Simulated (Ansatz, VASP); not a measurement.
**HfB2 in VASP and in Ansatz**

Contents of INCAR:

```
SYSTEM = HfB2
PREC     = Accurate       ! precision mode
ENCUT    = 520            ! plane-wave cutoff, eV
EDIFF    = 1E-6           ! SCF threshold, eV
ISMEAR   = -1             ! smearing method
SIGMA    = 0.05           ! smearing width, eV
LREAL    = .False.        ! projectors in reciprocal space
LASPH    = .True.         ! aspherical terms in the spheres
NELM     = 150            ! most SCF steps
ALGO     = Normal         ! electronic algorithm
ISIF     = 2              ! what is computed and relaxed
LWAVE    = .False.        ! write WAVECAR
LCHARG   = .True.         ! write CHGCAR
MAGMOM   = 0 0 0 0 0 0 0 0 0 ! initial moments
LORBIT   = 11             ! projections on sites
LSORBIT  = .True.         ! spin-orbit coupling
GGA_COMPAT= .False.      
LORBMOM  = .True.       
LMAXMIX  = 4              ! l up to which the mixer works
GGA      = PS             ! functional
LVHAR    = .True.       
NBANDS   = 29             ! bands
```

KPOINTS

```
regular mesh
0
Gamma
  7 7 6
  0 0 0
```

File POSCAR:

```
HfB2
1.0
    3.1400000000      0.0000000000      0.0000000000
   -1.5700000000      2.7193197679      0.0000000000
    0.0000000000      0.0000000000      3.4800000000
Hf B
1 2
Direct
    0.0000000000      0.0000000000      0.0000000000
    0.6666666667      0.3333333333      0.5000000000
    0.3333333333      0.6666666667      0.5000000000
```

Contents of input.yaml:

```yaml
crystal:
  lattice:
    - [3.14, 0.0, 0.0]
    - [-1.57, 2.7193197679, 0.0]
    - [0.0, 0.0, 3.48]
  atoms:
    - { symbol: Hf, position: [0.0, 0.0, 0.0] }
    - { symbol: B, position: [0.6666666667, 0.3333333333, 0.5] }
    - { symbol: B, position: [0.3333333333, 0.6666666667, 0.5] }
hamiltonian:
  xc: pbesol
  pseudopotentials: { kind: paw_fr }
magnetization:
  noncollinear: true
  spin_orbit: true
kpoints:
  mp_grid: { grid: [7, 7, 6] }
  band_path:
    path:
      - [[0.0, 0.0, 0.0], [0.5, 0.0, 0.0], [0.3333333333, 0.3333333333, 0.0], [0.0, 0.0, 0.0], [0.0, 0.0, 0.5], [0.5, 0.0, 0.5], [0.3333333333, 0.3333333333, 0.5], [0.0, 0.0, 0.5]]
      - [[0.5, 0.0, 0.5], [0.5, 0.0, 0.0]]
      - [[0.3333333333, 0.3333333333, 0.0], [0.3333333333, 0.3333333333, 0.5]]
    npoints: 14
scf:
  occupations: { method: fermi_dirac, width: 0.05 }
  n_extra_bands: 7
output:
  forces: true
  stress: true
  eigenvalues: true
  fatbands: true
```

Alike in both runs: functional PBEsol; k mesh 7 × 7 × 6; occupations fermi-dirac, width 0.05 eV; non-collinear spin, spin-orbit coupling.

|  | VASP | Ansatz |
| --- | --- | --- |
| version | VASP 6.6.1 | Ansatz 0.2.0 |
| potentials or method | VASP PAW PBE potentials, release 64 (Hf_pv, B) | Ansatz PAW |
| plane-wave cutoff (eV) | 520 | 420 |
| valence electrons in the cell | 16 | 32 |
| task | single point | band structure |

```tsv
	VASP	Ansatz	Ansatz less VASP
pressure (GPa)	-4.4	-4.7	-0.28
traceless stress, the component that is largest in VASP (GPa)	-1.07	-1.46	-0.388
net moment per atom (μB)	0.00	0.00	0.000
```

VASP's potentials were made for PBE, not for PBEsol. With one functional, cell and mesh, what is left measures potentials, basis and numerics. VASP's potentials hold 16 valence electrons a cell and Ansatz's 32, so a difference there can come from the potentials and not from the codes.
